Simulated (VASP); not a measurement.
Si2AgAs3:

```
Si Ag As
1.0
     6.60376    0.00000    0.00000
    -3.30188    5.71903    0.00000
     0.00000    0.00000    3.36331
Si Ag As
2 1 3
Direct
  0.66667 0.33333 0.00000
  0.33333 0.66667 0.00000
  0.00000 0.00000 0.00000
  0.50000 0.00000 0.50000
  0.00000 0.50000 0.50000
  0.50000 0.50000 0.50000
```

```yaml
Program: VASP 6.6.1
Task: relaxation of cell and atoms
Functional: PBE
Potentials_or_basis: VASP PAW PBE potentials, release 64 (Si, Ag, As)
Cutoff: 600 eV
k_mesh: 6 × 6 × 12
Occupations: gaussian, width 0.1 eV
Spin: no spin polarisation
```

At the start: pressure 0.5 GPa; volume 21.17 Å³/atom.

Task: How do energy, volume and symmetry change on relaxing?

Result: Over 6 steps the energy falls by 3.6 meV/atom and the volume is 21.28 Å³/atom (+0.5 %); space group P6/mmm (No. 191, to 0.05 Å).

Step by step:
```csv
step,energy change (eV),largest force (eV/Å),pressure (GPa),volume (Å³)
1,0.0000,0.0000,0.55,127.02
2,-0.0088,0.0000,-0.13,128.35
3,-0.0109,0.0000,-0.70,129.54
4,-0.0166,0.0000,-0.67,129.25
5,-0.0189,0.0000,-0.64,128.96
6,-0.0217,0.0000,-0.05,127.69
```

Final structure:
```
CELL_PARAMETERS angstrom
6.53174 0.00000 0.00000
-3.26587 5.65665 0.00000
0.00000 0.00000 3.45589
ATOMIC_POSITIONS crystal
Si 0.66667 0.33333 0.00000
Si 0.33333 0.66667 0.00000
Ag 0.00000 0.00000 0.00000
As 0.50000 0.00000 0.50000
As 0.00000 0.50000 0.50000
As 0.50000 0.50000 0.50000
```
